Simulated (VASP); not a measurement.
## YAl5N6: single point with PBE

Crystal: YAl5N6.

```
Y Al N
1.0
     0.00000    0.00000    5.09888
     5.63517    0.00000    0.00000
    -2.81758    4.88020    0.00000
Y Al N
1 5 6
Cartesian
  0.0000 0.0000 4.9721
  2.8176 1.6267 5.0813
  0.0000 3.2535 5.0813
  4.6500 1.7064 2.5595
  1.8324 3.1738 2.5595
  -0.8472 4.8802 2.5595
  2.8176 1.6267 1.9059
  0.0000 3.2535 1.9059
  0.0000 0.0000 2.2560
  4.5497 1.8800 4.4458
  1.7322 3.0002 4.4458
  -0.6467 4.8802 4.4458
```

* Program: VASP 6.6.1
* Task: single point
* Functional: PBE
* Potentials or basis: VASP PAW PBE potentials, release 64 (Y_sv, Al, N)
* Cutoff: 520 eV
* k mesh: 4 × 3 × 3
* Occupations: gaussian, width 0.1 eV
* Spin: no spin polarisation

The pressure is -0.3 GPa and the largest force is 0.007 eV/Å. The band gap on the k mesh is 3.39 eV, indirect (least direct gap 3.47 eV).

Forces on the atoms (eV/Å):
```
Y    0.000  0.000 -0.005
Al   0.000  0.000  0.001
Al   0.000  0.000  0.001
Al   0.002 -0.004  0.003
Al   0.002  0.004  0.003
Al  -0.004  0.000  0.003
N    0.000  0.000 -0.007
N    0.000  0.000 -0.007
N    0.000  0.000 -0.003
N   -0.002  0.003  0.004
N   -0.002 -0.003  0.004
N    0.003  0.000  0.004
```

Levels at points of the mesh, in eV from the valence-band top:
| k point | band 26 | band 27 | band 28 | band 29 | band 30 | band 31 |
| --- | --- | --- | --- | --- | --- | --- |
| (0.00, 0.00, 0.00) | -0.46 | -0.46 | -0.07 | 3.39 | 3.75 | 3.75 |
| (0.50, 0.00, 0.00) | -0.45 | -0.45 | -0.31 | 4.99 | 4.99 | 5.04 |

It took 54 s on 1 thread of Intel(R) Xeon(R) 6975P-C (Granite Rapids) (shared host), peak memory 0.27 GiB.

Caveat: the k points lie up to 0.43 Å⁻¹ apart. A k mesh can miss the band edges.
